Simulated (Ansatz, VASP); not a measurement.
Two plane-wave programs on GaN

```
CELL_PARAMETERS angstrom
0.00000 2.24895 2.24895
2.24895 0.00000 2.24895
2.24895 2.24895 0.00000
ATOMIC_POSITIONS crystal
Ga 0.00000 0.00000 0.00000
N 0.75000 0.75000 0.75000
```

Alike in both runs: task single point; functional r2SCAN; k mesh 10 × 10 × 10; no spin polarisation.

```csv
,VASP,Ansatz
version,VASP 6.6.1,Ansatz 0.2.0
potentials or method,"VASP PAW PBE potentials, release 64 (Ga_d, N_h)","plane waves, PAW"
plane-wave cutoff (eV),910,500
occupations,"gaussian, width 0.01 eV",fixed
valence electrons in the cell,18,18
```

VASP gave:

- gap on the k mesh at the Fermi level (eV): 2.16

Question: Estimate Ansatz's values.

Answer: gap on the k mesh at the Fermi level (eV): 2.17.

VASP's potentials were made for PBE, not for r2SCAN.

Noted on VASP's run: the cutoff is short for stress, so the pressure is rough.
